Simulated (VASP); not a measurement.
# AlSn (P6/mmm) in VASP: a series of runs, part 2 of 2

VASP 6.6.1. The steps go on from the part before.

## Step 3: Single point, PBE

This run uses another cell than the first one, of 36.73 Å³/atom.

INCAR

```
SYSTEM = AlSn
  ALGO = Normal
  EDIFF = 1E-6
  ENCUT = 520
  GGA = PE
  ISIF = 2
  ISMEAR = 0
  LASPH = .TRUE.
  LCHARG = .FALSE.
  LREAL = .FALSE.
  LWAVE = .FALSE.
  NBANDS = 34
  NELM = 60
  PREC = Accurate
  SIGMA = 0.1
```

KPOINTS

```
k-points
0
G
  3 3 4
  0 0 0
```

POSCAR

```
AlSn
1.0
    9.4314889790     -0.0000000044      0.0000000000
   -4.7157444857      8.1679090535      0.0000000000
    0.0000000000      0.0000000000      2.8611350638
Al Sn
3 3
Direct
    0.0000000000      0.0000000000      0.0000000000
    0.3333333333      0.6666666667      0.0000000000
    0.6666666667      0.3333333333      0.0000000000
    0.5000000000      0.0000000000      0.0000000000
    0.0000000000      0.5000000000      0.0000000000
    0.5000000000      0.5000000000      0.0000000000
```

Potentials or basis: VASP PAW PBE potentials, release 64 (Al, Sn_d).

Started as:

```
$ cat potpaw_PBE.64/Al/POTCAR potpaw_PBE.64/Sn_d/POTCAR > POTCAR
$ mpirun -np 1 vasp_std > vasp.out
```

OUTCAR:

```text
SYSTEM = AlSn
   EDIFF = 1E-6
   ENCUT = 520
   GGA = PE
   ISIF = 2
   ISMEAR = 0
   LASPH = .TRUE.
   LREAL = .FALSE.
   NELM = 60
   PREC = Accurate

 ion  position               nearest neighbor table
   1  0.000  0.000  0.000-
   2  0.333  0.667  0.000-   4 2.72   5 2.72   6 2.72
   3  0.667  0.333  0.000-   4 2.72   5 2.72   6 2.72
   4  0.500  0.000  0.000-   2 2.72   3 2.72
   5  0.000  0.500  0.000-   2 2.72   3 2.72
   6  0.500  0.500  0.000-   2 2.72   3 2.72

  LATTYP: Found a hexagonal cell.
 ALAT       =     9.4314889790
 C/A-ratio  =     0.3033598481

  Lattice vectors:

 A1 = (   9.4314889790,  -0.0000000044,   0.0000000000)
 A2 = (  -4.7157444857,   8.1679090535,   0.0000000000)
 A3 = (   0.0000000000,   0.0000000000,   2.8611350638)

Analysis of symmetry for initial positions (statically):
=====================================================================
 Subroutine PRICEL returns:
 Original cell was already a primitive cell.

 Routine SETGRP: Setting up the symmetry group for a
 hexagonal supercell.

 Subroutine GETGRP returns: Found 24 space group operations
 (whereof 24 operations were pure point group operations)
 out of a pool of 24 trial point group operations.

The static configuration has the point symmetry D_6h.

Analysis of symmetry for dynamics (positions and initial velocities):
=====================================================================
 Subroutine PRICEL returns:
 Original cell was already a primitive cell.

 Routine SETGRP: Setting up the symmetry group for a
 hexagonal supercell.

 Subroutine GETGRP returns: Found 24 space group operations
 (whereof 24 operations were pure point group operations)
 out of a pool of 24 trial point group operations.

The dynamic configuration has the point symmetry D_6h.

 Subroutine INISYM returns: Found 24 space group operations
 (whereof 24 operations are pure point group operations),
 and found     1 'primitive' translations

----------------------------------------------------------------------------------------

                                     Primitive cell

  volume of cell :     220.4091

  direct lattice vectors                    reciprocal lattice vectors
     9.431488979 -0.000000004  0.000000000     0.106027797  0.061215177  0.000000000
    -4.715744486  8.167909054  0.000000000     0.000000000  0.122430354  0.000000000
     0.000000000  0.000000000  2.861135064     0.000000000  0.000000000  0.349511637

  length of vectors
     9.431488979  9.431488979  2.861135064     0.122430354  0.122430354  0.349511637

  position of ions in fractional coordinates (direct lattice)
     0.000000000  0.000000000  0.000000000
     0.333333333  0.666666667  0.000000000
     0.666666667  0.333333333  0.000000000
     0.500000000  0.000000000  0.000000000
     1.000000000  0.500000000  0.000000000
     0.500000000  0.500000000  0.000000000

  ion indices of the primitive-cell ions
   primitive index   ion index
                 1           1
                 2           2
[... 25 lines left out ...]

 Subroutine IBZKPT returns following result:
 ===========================================

 Found      9 irreducible k-points:

 Following reciprocal coordinates:
            Coordinates               Weight
  0.000000  0.000000  0.000000      1.000000
  0.333333 -0.000000  0.000000      6.000000
  0.333333  0.333333  0.000000      2.000000
  0.000000  0.000000  0.250000      2.000000
  0.333333 -0.000000  0.250000     12.000000
  0.333333  0.333333  0.250000      4.000000
  0.000000  0.000000  0.500000      1.000000
  0.333333 -0.000000  0.500000      6.000000
  0.333333  0.333333  0.500000      2.000000
   k-points           NKPTS =      9   k-points in BZ     NKDIM =      9   number of bands    NBANDS=     34
   number of dos      NEDOS =    301   number of ions     NIONS =      6
   total plane-waves  NPLWV = 117600
   dimension x,y,z NGX =    70 NGY =   70 NGZ =   24
   dimension x,y,z NGXF=   140 NGYF=  140 NGZF=   48
   ions per type =               3   3
   NGX,Y,Z   is equivalent  to a cutoff of  12.34, 12.34, 13.95 a.u.
   NGXF,Y,Z  is equivalent  to a cutoff of  24.68, 24.68, 27.89 a.u.
 SYSTEM =  AlSn
   PREC   = accura    normal or accurate (medium, high low for compatibility)
   ISTART =      0    job   : 0-new  1-cont  2-samecut
   ICHARG =      2    charge: 1-file 2-atom 10-const
   ISPIN  =      1    spin polarized calculation?
   LNONCOLLINEAR =      F non collinear calculations
   LSORBIT =      F    spin-orbit coupling
   LASPH  =      T    aspherical Exc in radial PAW
   ENCUT  =  520.0 eV  38.22 Ry    6.18 a.u.  17.54 17.54  5.32*2*pi/ulx,y,z
   NELM   =     60;   NELMIN=  2; NELMDL= -5     # of ELM steps
   EDIFF  = 0.1E-05   stopping-criterion for ELM
   LREAL  =      F    real-space projection
   EDIFFG = 0.1E-04   stopping-criterion for IOM
   NSW    =      0    number of steps for IOM
   IBRION =     -1    ionic relax: 0-MD 1-quasi-New 2-CG
   NFREE  =      0    steps in history (QN), initial steepest desc. (CG)
   ISIF   =      2    stress and relaxation
   ISYM   =      2    0-nonsym 1-usesym 2-fastsym
   POTIM  = 0.5000    time-step for ionic-motion
   TEBEG  =    0.0;   TEEND  =   0.0 temperature during run
   PSTRESS=    0.0 pullay stress
   NELECT =      51.0000    total number of electrons
   NUPDOWN=      -1.0000    fix difference up-down
   EMIN   =  10.00;   EMAX   =-10.00  energy-range for DOS
   EFERMI =   0.00;   METHOD = LEGACY
   ISMEAR =     0;   SIGMA  =   0.10  broadening in eV -4-tet -1-fermi 0-gaus
   EFERMI_NEDOS =   21; number of points for ismear=-14 and -15
   IALGO  =     38    algorithm
   IMIX   =      4    mixing-type and parameters
     AMIX     =   0.40;   BMIX     =  1.00
     AMIX_MAG =   1.60;   BMIX_MAG =  1.00
  volume/ion in A,a.u.               =      36.73       247.90
  Fermi-wavevector in a.u.,A,eV,Ry     =   1.005052  1.899272 13.743637  1.010129
  Thomas-Fermi vector in A             =   2.137707
   LORBIT       =      0    0 simple, 1 ext, 2 COOP (PROOUT), +10 PAW based schemes
   GGA     = PE    functional components
   LHFCALC =     F    Hartree Fock is set to
   AEXX    =    0.0000 exact exchange contribution
   IVDW    =     0    specifies the selected vdW correction
   LEPSILON=     F    determine dielectric tensor
   LRPA    =     F    only Hartree local field effects (RPA)
 non-spin polarized calculation
 Gauss-broadening in eV      SIGMA  =   0.10
  energy-cutoff  :      520.00
  volume of cell :      220.41
 maximum number of plane-waves:      5981
 NGX is ok and might be reduce to    70
   NGX = 35   NGY = 35   NGZ = 11

 number of electron      50.9999998 magnetization

 Free energy of the ion-electron system (eV)
  ---------------------------------------------------
  ext. energy  EPLUGINS =         0.00000000
  ---------------------------------------------------
  free energy    TOTEN  =       -18.85031051 eV

  energy without entropy =      -18.83551285  energy(sigma->0) =      -18.84291168

 E-fermi :   3.0888     XC(G=0):  -7.8228

 val. band max:        3.0616575760   @ k =   0.3333   0.3333   0.5000
 cond. band min:       3.2013829592   @ k =   0.3333  -0.0000   0.2500
 fundamental gap:      0.1397253832
 Fermi energy:         3.0887508059

 k-point     1 :       0.0000    0.0000    0.0000
  band No.  band energies     occupation
      1     -18.7391      2.00000
      2     -18.7374      2.00000
      3     -18.7374      2.00000
      4     -18.3375      2.00000
      5     -18.3307      2.00000
      6     -18.3307      2.00000
[... 322 lines left out ...]
     33       6.7181      0.00000
     34       7.1837      0.00000

------------------------ aborting loop because EDIFF is reached ----------------------------------------

  FORCE on cell =-STRESS in cart. coord.  units (eV):
  Direction    XX          YY          ZZ          XY          YZ          ZX
  --------------------------------------------------------------------------------------
  -------------------------------------------------------------------------------------
  Total        0.0230024      0.0230024      0.0187856     -0.0000000     -0.0000000      0.0000000
  in kB        0.1672066      0.1672066      0.1365549     -0.0000000     -0.0000000      0.0000000
  external PRESSURE =       0.1569894 kB  Pullay stress =       0.0000000 kB

 VOLUME and BASIS-vectors are now :
 -----------------------------------------------------------------------------
  energy-cutoff  :      520.00
  volume of cell :      220.41
      direct lattice vectors                 reciprocal lattice vectors
     9.431488979 -0.000000004  0.000000000     0.106027797  0.061215177  0.000000000
    -4.715744486  8.167909054  0.000000000     0.000000000  0.122430354  0.000000000
     0.000000000  0.000000000  2.861135064     0.000000000  0.000000000  0.349511637

 POSITION                                       TOTAL-FORCE (eV/Angst)
 -----------------------------------------------------------------------------------
      0.00000      0.00000      0.00000         0.000000     -0.000000      0.000000
      0.00000      5.44527      0.00000         0.000000     -0.000000     -0.000000
      4.71574      2.72264      0.00000        -0.000000      0.000000      0.000000
      4.71574     -0.00000      0.00000         0.000000     -0.000000      0.000000
     -2.35787      4.08395      0.00000         0.000000     -0.000000      0.000000
      2.35787      4.08395      0.00000         0.000000     -0.000000      0.000000
 -----------------------------------------------------------------------------------
    total drift:                                0.000000     -0.000000      0.000000

  FREE ENERGIE OF THE ION-ELECTRON SYSTEM (eV)
  ---------------------------------------------------
  free  energy   TOTEN  =       -18.8503105060 eV

  energy  without entropy=      -18.8355128515  energy(sigma->0) =      -18.84291168
```

Run time: 2 min. Hardware: 1 thread of Intel Xeon 8259CL, shared host; peak memory 0.35 GiB.

Results:

```
Free energy            : -18.8503 eV
Pressure               : 0.0 GPa
Band gap on the k mesh : zero (an odd number of electrons rules out a gap without spin polarisation)
```

Levels at points of the mesh, in eV from the Fermi level:
| k point | band 22 | band 23 | band 24 | band 25 | band 26 | band 27 | band 28 | band 29 | band 30 | band 31 |
| --- | --- | --- | --- | --- | --- | --- | --- | --- | --- | --- |
| (0.00, 0.00, 0.00) | -3.36 | -3.11 | -1.42 | -1.42 | -0.24 | 1.05 | 1.05 | 1.50 | 1.50 | 3.48 |
| (0.00, 0.00, 0.50) | -2.97 | -1.63 | -0.98 | -0.80 | -0.25 | -0.25 | 0.69 | 1.90 | 1.96 | 1.96 |

Caveat: the k points lie up to 0.55 Å⁻¹ apart, too coarse for converged energies and pressures of a metal; spin-orbit coupling is left out, which moves the levels of the heavy elements.

## Step 4: Single point, PBE

This run uses another cell than the first one, of 36.95 Å³/atom.

INCAR

```
  ALGO = Normal
  EDIFF = 1E-6
  ENCUT = 520
  GGA = PE
  ISIF = 2
  ISMEAR = 0
  LASPH = T
  LCHARG = T
  LELF = T
  LREAL = F
  LVHAR = T
  LWAVE = F
  NBANDS = 34
  NELM = 60
  PREC = Accurate
  SIGMA = 0.1
```

KPOINTS

```
k-points
0
Gamma
  3 3 6
```

POSCAR: that of step 3 with these lines changed.

```diff
@@ -2,5 +2,5 @@
 1.0
-    9.4314889790     -0.0000000044      0.0000000000
-   -4.7157444857      8.1679090535      0.0000000000
-    0.0000000000      0.0000000000      2.8611350638
+    9.1349597766      0.0000000000      0.0000000000
+   -4.5674798883      7.9111072291      0.0000000000
+    0.0000000000      0.0000000000      3.0675268770
 Al Sn
```

Started as:

```
$ cat potpaw_PBE.64/Al/POTCAR potpaw_PBE.64/Sn_d/POTCAR > POTCAR
$ mpirun -np 1 vasp_std > vasp.out
```

Wall time 2.8 min (1 thread of Intel Xeon 8259CL, shared host); peak memory 0.36 GiB.

The run converged. Its results:

```yaml
Free_energy: -18.2960 eV
Pressure: 0.0 GPa
Band_gap_on_the_k_mesh: zero (an odd number of electrons rules out a gap without spin polarisation)
```

Stress tensor (GPa, compression positive):
```
-0.13  0.00  0.00
 0.00 -0.13  0.00
 0.00  0.00  0.17
```

Levels at points of the mesh, in eV from the Fermi level:
```
           k point  band 24  band 25  band 26  band 27  band 28  band 29
(0.00, 0.00, 0.00)    -1.28    -1.28     0.20     1.09     1.09     1.96
(0.00, 0.00, 0.50)    -1.41    -1.26    -0.82    -0.82     1.29     1.29
```

Caveat: spin-orbit coupling is left out, which moves the levels of the heavy elements.

## Step 5: Overview

```tsv
cell	k mesh	gap on the mesh (eV)	pressure (GPa)
a = 6.216, b = 6.216, c = 4.495 Å, angles 90.0, 90.0, 120.0°, 6 atoms	3 × 3 × 4	none	100.6
a = 9.431, b = 9.431, c = 2.861 Å, angles 90.0, 90.0, 120.0°, 6 atoms	3 × 3 × 4	none	0.0
a = 9.135, b = 9.135, c = 3.068 Å, angles 90.0, 90.0, 120.0°, 6 atoms	3 × 3 × 6	none	0.0
```

Alike in all rows: task single point; level PBE; potentials or basis VASP PAW PBE potentials, release 64 (Al, Sn_d); no spin polarisation; cutoff (eV) 520; smearing gaussian 0.1 eV.

Caveats: some runs use coarse meshes; spin-orbit coupling is left out, which moves the levels of the heavy elements; atoms lie so close that the PAW spheres overlap strongly, which falsifies energies and pressures (at least some runs).

Total energies depend on the potentials used, so only differences within one code and one set of settings carry meaning.
